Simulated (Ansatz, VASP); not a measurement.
# Two plane-wave programs on ZrPt3

INCAR

```
PREC = Accurate
ENCUT = 520
EDIFF = 1E-6
ISMEAR = -1
SIGMA = 0.15
LREAL = F
LASPH = T
NELM = 80
ALGO = Fast
ISIF = 2
LWAVE = F
LCHARG = F
GGA = CA
NBANDS = 29
```

KPOINTS

```
regular mesh
0
Gamma
  10 10 10
```

Contents of POSCAR:

```
ZrPt3
1.0
    3.9979806510      0.0000000000      0.0000000000
    0.0000000000      3.9979806510      0.0000000000
    0.0000000000      0.0000000000      3.9979806510
Zr Pt
1 3
Direct
    0.0000000000      0.0000000000      0.0000000000
    0.0000000000      0.5000000000      0.5000000000
    0.5000000000      0.0000000000      0.5000000000
    0.5000000000      0.5000000000      0.0000000000
```

Input for Ansatz:

```yaml
crystal:
  lattice:
    - [3.997980651, 0.0, 0.0]
    - [0.0, 3.997980651, 0.0]
    - [0.0, 0.0, 3.997980651]
  atoms:
    - { symbol: Zr, position: [0.0, 0.0, 0.0] }
    - { symbol: Pt, position: [0.0, 0.5, 0.5] }
    - { symbol: Pt, position: [0.5, 0.0, 0.5] }
    - { symbol: Pt, position: [0.5, 0.5, 0.0] }
basis:
  ecutwfc: 420
kpoints:
  mp_grid: { grid: [10, 10, 10] }
hamiltonian:
  xc: lda
scf:
  occupations: { method: fermi_dirac, width: 0.15 }
output:
  forces: true
  stress: true
  eigenvalues: true
```

Alike in both runs: task single point; functional LDA; k mesh 10 × 10 × 10; occupations fermi-dirac, width 0.15 eV; no spin polarisation.

```csv
,VASP,Ansatz
version,VASP 6.6.1,Ansatz 0.2.0
potentials or method,"VASP PAW LDA potentials, release 64 (Zr_sv, Pt), cutoff 520 eV","scalar-relativistic, plane waves, PAW"
valence electrons in the cell,42,66
```

```tsv
	VASP	Ansatz	Ansatz less VASP
gap on the k mesh at the Fermi level (eV)	none	none	-
pressure (GPa)	-4.3	-5.0	-0.69
```

LDA's correlation is that of Perdew and Zunger in VASP and of Perdew and Wang (1992) in Ansatz. A gap of «none» marks a metal or a gap that the smearing closes. VASP's potentials hold 42 valence electrons a cell and Ansatz's 66, so a difference there can come from the potentials and not from the codes.

Neither program's run includes spin-orbit coupling.
